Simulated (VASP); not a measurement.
# B (P6/mmm) in VASP: a series of runs

B is run at these levels: PBEsol; tasks: single point.

All numbers are computed with VASP 6.6.1; they aren't measurements. Logs are shortened: lines on timing, memory, paths and dates and some standing lists are left out, and cuts for length are marked.

## 1. The cell of the first run

It takes space group P6/mmm (No. 191, hexagonal). The conventional cell has a = 1.754 Å, b = 1.754 Å, c = 3.690 Å, α = 90.00°, β = 90.00°, γ = 120.00°. B (site symmetry 6/mmm) has 6 B at 1.75 Å within 2.3 Å.

## 2. Single point, PBEsol (strain +0.030 along x and y, +0.015 along z)

The input, INCAR:

```
SYSTEM = B
PREC = Accurate
ENCUT = 520
EDIFF = 1E-6
ISMEAR = 0
SIGMA = 0.15
LREAL = .FALSE.
LASPH = .TRUE.
NELM = 60
ALGO = Normal
ISIF = 2
LWAVE = .FALSE.
LCHARG = .FALSE.
GGA = PS
NBANDS = 8
```

The input, KPOINTS:

```
Automatic mesh
0
G
  33 33 14
  0 0 0
```

The input, POSCAR:

```
B
1.0
    1.7535065831      0.0000000000      0.0000000000
   -0.8767532915      1.5185812466      0.0000000000
    0.0000000000      0.0000000000      3.6899541928
B
1
Direct
    0.0000000000      0.0000000000      0.0000000000
```

Potentials or basis: VASP PAW PBE potentials, release 64 (B).

The run is started by

```
$ cat potpaw_PBE.64/B/POTCAR > POTCAR
$ mpirun -np 1 vasp_std > vasp.out
```

OUTCAR:

```text
SYSTEM = B
   PREC = Accurate
   ENCUT = 520
   EDIFF = 1E-6
   ISMEAR = 0
   LREAL = .FALSE.
   LASPH = .TRUE.
   NELM = 60
   ISIF = 2
   GGA = PS

 ion  position               nearest neighbor table
   1  0.000  0.000  0.000-

  LATTYP: Found a hexagonal cell.
 ALAT       =     1.7535065831
 C/A-ratio  =     2.1043286797

  Lattice vectors:

 A1 = (   1.7535065831,   0.0000000000,   0.0000000000)
 A2 = (  -0.8767532915,   1.5185812466,   0.0000000000)
 A3 = (   0.0000000000,   0.0000000000,   3.6899541928)

Analysis of symmetry for initial positions (statically):
=====================================================================
 Subroutine PRICEL returns:
 Original cell was already a primitive cell.

 Routine SETGRP: Setting up the symmetry group for a
 hexagonal supercell.

 Subroutine GETGRP returns: Found 24 space group operations
 (whereof 24 operations were pure point group operations)
 out of a pool of 24 trial point group operations.

The static configuration has the point symmetry D_6h.

Analysis of symmetry for dynamics (positions and initial velocities):
=====================================================================
 Subroutine PRICEL returns:
 Original cell was already a primitive cell.

 Routine SETGRP: Setting up the symmetry group for a
 hexagonal supercell.

 Subroutine GETGRP returns: Found 24 space group operations
 (whereof 24 operations were pure point group operations)
 out of a pool of 24 trial point group operations.

The dynamic configuration has the point symmetry D_6h.

 Subroutine INISYM returns: Found 24 space group operations
 (whereof 24 operations are pure point group operations),
 and found     1 'primitive' translations

----------------------------------------------------------------------------------------

                                     Primitive cell

  volume of cell :       9.8258

  direct lattice vectors                    reciprocal lattice vectors
     1.753506583  0.000000000  0.000000000     0.570285854  0.329254692  0.000000000
    -0.876753292  1.518581247  0.000000000     0.000000000  0.658509383  0.000000000
     0.000000000  0.000000000  3.689954193     0.000000000  0.000000000  0.271006074

  length of vectors
     1.753506583  1.753506583  3.689954193     0.658509383  0.658509383  0.271006074

  position of ions in fractional coordinates (direct lattice)
     0.000000000  0.000000000  0.000000000

  ion indices of the primitive-cell ions
   primitive index   ion index
                 1           1

----------------------------------------------------------------------------------------

 KPOINTS: Automatic mesh

Automatic generation of k-mesh.
 Grid dimensions read from file:
 generate k-points for:   33   33   14

 Generating k-lattice:

  Cartesian coordinates                     Fractional coordinates (reciprocal lattice)
     0.017281390  0.009977415  0.000000000     0.030303030  0.000000000  0.000000000
     0.000000000  0.019954830  0.000000000     0.000000000  0.030303030  0.000000000
     0.000000000  0.000000000  0.019357577     0.000000000  0.000000000  0.071428571

  Length of vectors
     0.019954830  0.019954830  0.019357577

  Shift w.r.t. Gamma in fractional coordinates (k-lattice)
     0.000000000  0.000000000  0.000000000

 Subroutine IBZKPT returns following result:
 ===========================================

 Found    864 irreducible k-points:

 Following reciprocal coordinates:
            Coordinates               Weight
  0.000000  0.000000  0.000000      1.000000
  0.030303  0.000000  0.000000      6.000000
  0.060606  0.000000  0.000000      6.000000
  0.090909  0.000000  0.000000      6.000000
  0.121212  0.000000  0.000000      6.000000
  0.151515  0.000000  0.000000      6.000000
[... 16 lines left out ...]
  0.181818  0.030303  0.000000     12.000000
  0.212121  0.030303  0.000000     12.000000
 [... further k-points ...]
   k-points           NKPTS =    864   k-points in BZ     NKDIM =    864   number of bands    NBANDS=      8
   number of dos      NEDOS =    301   number of ions     NIONS =      1
   total plane-waves  NPLWV =   5488
   dimension x,y,z NGX =    14 NGY =   14 NGZ =   28
   dimension x,y,z NGXF=    28 NGYF=   28 NGZF=   56
   ions per type =               1
   NGX,Y,Z   is equivalent  to a cutoff of  13.27, 13.27, 12.62 a.u.
   NGXF,Y,Z  is equivalent  to a cutoff of  26.55, 26.55, 25.23 a.u.
 SYSTEM =  B
   PREC   = accura    normal or accurate (medium, high low for compatibility)
   ISTART =      0    job   : 0-new  1-cont  2-samecut
   ICHARG =      2    charge: 1-file 2-atom 10-const
   ISPIN  =      1    spin polarized calculation?
   LNONCOLLINEAR =      F non collinear calculations
   LSORBIT =      F    spin-orbit coupling
   LASPH  =      T    aspherical Exc in radial PAW
   ENCUT  =  520.0 eV  38.22 Ry    6.18 a.u.   3.26  3.26  6.86*2*pi/ulx,y,z
   NELM   =     60;   NELMIN=  2; NELMDL= -5     # of ELM steps
   EDIFF  = 0.1E-05   stopping-criterion for ELM
   LREAL  =      F    real-space projection
   EDIFFG = 0.1E-04   stopping-criterion for IOM
   NSW    =      0    number of steps for IOM
   IBRION =     -1    ionic relax: 0-MD 1-quasi-New 2-CG
   NFREE  =      0    steps in history (QN), initial steepest desc. (CG)
   ISIF   =      2    stress and relaxation
   ISYM   =      2    0-nonsym 1-usesym 2-fastsym
   POTIM  = 0.5000    time-step for ionic-motion
   TEBEG  =    0.0;   TEEND  =   0.0 temperature during run
   PSTRESS=    0.0 pullay stress
   NELECT =       3.0000    total number of electrons
   NUPDOWN=      -1.0000    fix difference up-down
   EMIN   =  10.00;   EMAX   =-10.00  energy-range for DOS
   EFERMI =   0.00;   METHOD = LEGACY
   ISMEAR =     0;   SIGMA  =   0.15  broadening in eV -4-tet -1-fermi 0-gaus
   EFERMI_NEDOS =   21; number of points for ismear=-14 and -15
   IALGO  =     38    algorithm
   IMIX   =      4    mixing-type and parameters
     AMIX     =   0.40;   BMIX     =  1.00
     AMIX_MAG =   1.60;   BMIX_MAG =  1.00
  volume/ion in A,a.u.               =       9.83        66.31
  Fermi-wavevector in a.u.,A,eV,Ry     =   1.102368  2.083173 16.533995  1.215214
  Thomas-Fermi vector in A             =   2.238809
   LORBIT       =      0    0 simple, 1 ext, 2 COOP (PROOUT), +10 PAW based schemes
   GGA     = PS    functional components
   LHFCALC =     F    Hartree Fock is set to
   AEXX    =    0.0000 exact exchange contribution
   IVDW    =     0    specifies the selected vdW correction
   LEPSILON=     F    determine dielectric tensor
   LRPA    =     F    only Hartree local field effects (RPA)
 non-spin polarized calculation
 Gauss-broadening in eV      SIGMA  =   0.15
  energy-cutoff  :      520.00
  volume of cell :        9.83
 maximum number of plane-waves:       278
 NGX is ok and might be reduce to    14
   NGX =  7   NGY =  7   NGZ = 13

 number of electron       3.0000000 magnetization

 Free energy of the ion-electron system (eV)
  ---------------------------------------------------
  ext. energy  EPLUGINS =         0.00000000
  ---------------------------------------------------
  free energy    TOTEN  =        -6.27513266 eV

  energy without entropy =       -6.27135278  energy(sigma->0) =       -6.27324272

 E-fermi :   4.6905     XC(G=0): -10.0093

 val. band max:        4.6901406088   @ k =   0.2121   0.1818   0.2143
 cond. band min:       4.6957194000   @ k =   0.3636   0.2121   0.0000
 fundamental gap:      0.0055787911
 Fermi energy:         4.6905142004

 k-point     1 :       0.0000    0.0000    0.0000
  band No.  band energies     occupation
      1     -11.8963      2.00000
      2      -1.5424      2.00000
      3       7.0524      0.00000
      4      27.5968      0.00000
      5      27.5968      0.00000
      6      30.0425      0.00000
      7      35.9084      0.00000
      8      48.3042      0.00000

 k-point     2 :       0.0303    0.0000    0.0000
  band No.  band energies     occupation
      1     -11.8552      2.00000
      2      -1.4857      2.00000
      3       7.1022      0.00000
      4      27.3878      0.00000
      5      27.4704      0.00000
      6      30.0829      0.00000
      7      36.0306      0.00000
      8      47.0979      0.00000

 k-point     3 :       0.0606    0.0000    0.0000
  band No.  band energies     occupation
      1     -11.7320      2.00000
      2      -1.3156      2.00000
      3       7.2514      0.00000
      4      26.7823      0.00000
      5      27.1095      0.00000
      6      30.2020      0.00000
      7      36.3615      0.00000
      8      45.1931      0.00000

 k-point     4 :       0.0909    0.0000    0.0000
  band No.  band energies     occupation
      1     -11.5270      2.00000
      2      -1.0325      2.00000
      3       7.4990      0.00000
      4      25.8293      0.00000
      5      26.5605      0.00000
      6      30.3926      0.00000
      7      36.8078      0.00000
      8      43.5270      0.00000

 k-point     5 :       0.1212    0.0000    0.0000
  band No.  band energies     occupation
      1     -11.2406      2.00000
      2      -0.6370      2.00000
      3       7.8430      0.00000
      4      24.5855      0.00000
      5      25.8816      0.00000
      6      30.6400      0.00000
      7      37.2308      0.00000
      8      42.3365      0.00000

 k-point     6 :       0.1515    0.0000    0.0000
  band No.  band energies     occupation
      1     -10.8739      2.00000
      2      -0.1298      2.00000
      3       8.2794      0.00000
      4      23.1135      0.00000
      5      25.1278      0.00000
      6      30.9157      0.00000
      7      37.4575      0.00000
      8      41.7774      0.00000

 k-point     7 :       0.1818    0.0000    0.0000
  band No.  band energies     occupation
      1     -10.4281      2.00000
      2       0.4877      2.00000
      3       8.8002      0.00000
      4      21.4842      0.00000
      5      24.3454      0.00000
      6      31.1642      0.00000
      7      37.4088      0.00000
      8      41.8750      0.00000

 k-point     8 :       0.2121    0.0000    0.0000
  band No.  band energies     occupation
      1      -9.9051      2.00000
      2       1.2137      2.00000
      3       9.3885      0.00000
      4      19.7794      0.00000
      5      23.5694      0.00000
      6      31.2723      0.00000
      7      37.2143      0.00000
      8      41.1366      0.00000

 k-point     9 :       0.2424    0.0000    0.0000
  band No.  band energies     occupation
      1      -9.3080      2.00000
      2       2.0457      2.00000
      3      10.0044      0.00000
      4      18.0992      0.00000
      5      22.8260      0.00000
      6      31.0271      0.00000
      7      37.0275      0.00000
      8      39.3240      0.00000

 k-point    10 :       0.2727    0.0000    0.0000
  band No.  band energies     occupation
      1      -8.6414      2.00000
      2       2.9795      2.00000
      3      10.5446      0.00000
      4      16.5976      0.00000
      5      22.1341      0.00000
      6      30.1703      0.00000
      7      36.9106      0.00000
      8      38.2891      0.00000
[... 78 lines left out ...]
 k-point    18 :       0.0303    0.0303    0.0000
  band No.  band energies     occupation
      1     -11.7730      2.00000
      2      -1.3723      2.00000
      3       7.2017      0.00000
      4      27.0028      0.00000
      5      27.2037      0.00000
      6      30.1627      0.00000
      7      36.2588      0.00000
      8      45.6945      0.00000

 k-point    19 :       0.0606    0.0303    0.0000
  band No.  band energies     occupation
      1     -11.6089      2.00000
      2      -1.1457      2.00000
      3       7.4002      0.00000
      4      26.2717      0.00000
      5      26.6960      0.00000
      6      30.3177      0.00000
      7      36.6605      0.00000
      8      44.0657      0.00000

 k-point    20 :       0.0909    0.0303    0.0000
  band No.  band energies     occupation
      1     -11.3632      2.00000
      2      -0.8064      2.00000
      3       7.6962      0.00000
      4      25.2093      0.00000
      5      26.0356      0.00000
      6      30.5374      0.00000
      7      37.1325      0.00000
      8      42.7116      0.00000

 k-point    21 :       0.1212    0.0303    0.0000
  band No.  band energies     occupation
      1     -11.0366      2.00000
      2      -0.3550      2.00000
      3       8.0869      0.00000
      4      23.8640      0.00000
      5      25.2921      0.00000
      6      30.8010      0.00000
      7      37.5194      0.00000
      8      41.8570      0.00000

 k-point    22 :       0.1515    0.0303    0.0000
  band No.  band energies     occupation
      1     -10.6302      2.00000
      2       0.2074      2.00000
      3       8.5669      0.00000
      4      22.3088      0.00000
      5      24.5139      0.00000
      6      31.0689      0.00000
      7      37.6529      0.00000
      8      41.6472      0.00000

 k-point    23 :       0.1818    0.0303    0.0000
  band No.  band energies     occupation
      1     -10.1455      2.00000
      2       0.8792      2.00000
      3       9.1247      0.00000
      4      20.6272      0.00000
      5      23.7356      0.00000
      6      31.2616      0.00000
      7      37.5383      0.00000
      8      42.0161      0.00000

 k-point    24 :       0.2121    0.0303    0.0000
  band No.  band energies     occupation
      1      -9.5849      2.00000
      2       1.6584      2.00000
      3       9.7350      0.00000
      4      18.9129      0.00000
      5      22.9837      0.00000
      6      31.2216      0.00000
      7      37.3468      0.00000
      8      40.1889      0.00000

 [... further k-points ...]
[... 5 lines left out ...]
  --------------------------------------------------------------------------------------
  -------------------------------------------------------------------------------------
  Total       -1.1701888     -1.1701888     -0.0453760     -0.0000000     -0.0000000      0.0000000
  in kB     -190.8095462   -190.8095462     -7.3989531     -0.0000000     -0.0000000      0.0000000
  external PRESSURE =    -129.6726818 kB  Pullay stress =       0.0000000 kB

 VOLUME and BASIS-vectors are now :
 -----------------------------------------------------------------------------
  energy-cutoff  :      520.00
  volume of cell :        9.83
      direct lattice vectors                 reciprocal lattice vectors
     1.753506583  0.000000000  0.000000000     0.570285854  0.329254692  0.000000000
    -0.876753292  1.518581247  0.000000000     0.000000000  0.658509383  0.000000000
     0.000000000  0.000000000  3.689954193     0.000000000  0.000000000  0.271006074

 POSITION                                       TOTAL-FORCE (eV/Angst)
 -----------------------------------------------------------------------------------
      0.00000      0.00000      0.00000         0.000000      0.000000      0.000000
 -----------------------------------------------------------------------------------
    total drift:                                0.000000     -0.000000     -0.000000

  FREE ENERGIE OF THE ION-ELECTRON SYSTEM (eV)
  ---------------------------------------------------
  free  energy   TOTEN  =        -6.2751326610 eV

  energy  without entropy=       -6.2713527768  energy(sigma->0) =       -6.27324272
```

It took 34 s on 1 thread of Intel Xeon 6975P-C, shared host; peak memory 0.16 GiB.

What came out:

```yaml
Free_energy: -6.2751 eV
Pressure: -13.0 GPa
```

Stress tensor (GPa, compression positive):
```
-19.08   0.00   0.00
  0.00 -19.08   0.00
  0.00   0.00  -0.74
```

Caveat: the cell differs from its parent crystal (strain +0.030 along x and y, +0.015 along z); the PAW data sets were made with another functional, which shifts forces and pressure a little.

## 3. Single point, PBEsol (strain +0.030 along x and y, +0.030 along z)

The input, INCAR:

```
ALGO     = Normal         # electronic algorithm
EDIFF    = 1E-6           # SCF threshold, eV
ENCUT    = 520            # plane-wave cutoff, eV
GGA      = PS             # functional
ISIF     = 2              # what is computed and relaxed
ISMEAR   = 0              # smearing method
LASPH    = True           # aspherical terms in the spheres
LCHARG   = True           # write CHGCAR
LELF     = True           # ELF
LREAL    = False          # projectors in reciprocal space
LVHAR    = True         
LWAVE    = False          # write WAVECAR
NBANDS   = 8              # bands
NELM     = 60             # most SCF steps
PREC     = Accurate       # precision mode
SIGMA    = 0.15           # smearing width, eV
```

The input, KPOINTS:

```
k-points
0
Gamma
  33 33 14
```

POSCAR, as its differences from that of step 2:

```diff
@@ -4,3 +4,3 @@
    -0.8767532915      1.5185812466      0.0000000000
-    0.0000000000      0.0000000000      3.6899541928
+    0.0000000000      0.0000000000      3.7444855355
 B
```

Potentials or basis: VASP PAW PBE potentials, release 64 (B).

The run is started by

```
$ cat potpaw_PBE.64/B/POTCAR > POTCAR
$ mpirun -np 1 vasp_std > vasp.out
```

Wall time 30 s (1 thread of Intel Xeon 6975P-C, shared host); peak memory 0.16 GiB.

It converged, with:

```yaml
Free_energy: -6.2744 eV
Pressure: -12.9 GPa
```

Stress tensor (GPa, compression positive):
```
-18.80   0.00   0.00
  0.00 -18.80   0.00
  0.00   0.00  -0.97
```

Levels at points of the mesh, in eV from the Fermi level:
| k point | band 1 | band 2 | band 3 | band 4 | band 5 | band 6 |
| --- | --- | --- | --- | --- | --- | --- |
| (0.00, 0.00, 0.00) | -16.57 | -6.31 | 2.29 | 22.91 | 22.91 | 24.52 |
| (0.00, 0.00, 0.50) | -16.29 | -8.06 | 8.51 | 13.08 | 22.91 | 22.91 |

Caveat: the cell differs from its parent crystal (strain +0.030 along x and y, +0.030 along z); the PAW data sets were made with another functional, which shifts forces and pressure a little.
